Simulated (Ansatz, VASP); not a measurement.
This is a calculation of MgC2 for Ansatz 0.2.0.

Contents of input.yaml:

```yaml
crystal:
  lattice:
    - [3.950777, 0.0, 0.0]
    - [0.0, 3.950777, 0.0]
    - [0.0, 0.0, 4.93721811]
  atoms:
    - { symbol: Mg, position: [0.0, 0.0, 0.5] }
    - { symbol: Mg, position: [0.5, 0.5, 0.0] }
    - { symbol: C, position: [0.387655, 0.612345, 0.5] }
    - { symbol: C, position: [0.112345, 0.112345, 0.0] }
    - { symbol: C, position: [0.612345, 0.387655, 0.5] }
    - { symbol: C, position: [0.887655, 0.887655, 0.0] }
hamiltonian:
  xc: pbe
  pseudopotentials: { kind: paw }
kpoints:
  mp_grid: { grid: [5, 5, 5] }
scf:
  occupations: { method: fermi_dirac, width: 0.05 }
output:
  forces: true
  stress: true
  eigenvalues: true
```

Potentials or basis: Ansatz PAW.

The run is started by

```sh
$ ansatz run input.yaml --threads 2 --pin off --max-ram 5632MiB --backend cpu --events-out ev --progress --plain --runs-dir out
```

Translate it to VASP 6.6.1. Potentials there: VASP PAW PBE potentials, release 64 (Mg_sv, C).

As run (the cutoff follows the program's own potentials):

Contents of INCAR:

```
PREC = Accurate ; ENCUT = 750
EDIFF = 1E-6 ; ISMEAR = -1
SIGMA = 0.05 ; LREAL = False
LASPH = True ; NELM = 120
ALGO = Normal ; ISIF = 2
LWAVE = False ; LCHARG = False
GGA = PE ; NBANDS = 27
GGA_COMPAT = False
```

The input KPOINTS:

```
Automatic mesh
0
Gamma
  5 5 5
```

File POSCAR:

```
MgC2
1.0
    3.9507770000      0.0000000000      0.0000000000
    0.0000000000      3.9507770000      0.0000000000
    0.0000000000      0.0000000000      4.9372181100
Mg C
2 4
Direct
    0.0000000000      0.0000000000      0.5000000000
    0.5000000000      0.5000000000      0.0000000000
    0.3876550000      0.6123450000      0.5000000000
    0.1123450000      0.1123450000      0.0000000000
    0.6123450000      0.3876550000      0.5000000000
    0.8876550000      0.8876550000      0.0000000000
```

Potentials or basis: VASP PAW PBE potentials, release 64 (Mg_sv, C).

Command:

```sh
$ cat potpaw_PBE.64/Mg_sv/POTCAR potpaw_PBE.64/C/POTCAR > POTCAR
$ mpirun -np 1 vasp_std > vasp.out
```

Both were run:

|  | VASP | Ansatz | Ansatz less VASP |
| --- | --- | --- | --- |
| gap on the k mesh at the Fermi level (eV) | 2.60 | 2.60 | +0.001 |
| least direct gap on the mesh (eV) | 2.91 | 2.91 | -0.004 |
| pressure (GPa) | 0.0 | 0.2 | +0.24 |
| traceless stress, the component that is largest in VASP (GPa) | 0.64 | 0.79 | +0.147 |
| rms of the force components (eV/Å) | 0.020 | 0.065 | +0.0442 |

Atom by atom the forces differ by 0.044 eV/Å (rms over components). With one functional, cell and mesh, what is left measures potentials, basis and numerics.

Noted on Ansatz's run: odd divisions of the mesh miss points on the zone boundary, where band edges often lie, so the gap on the mesh can be too wide.
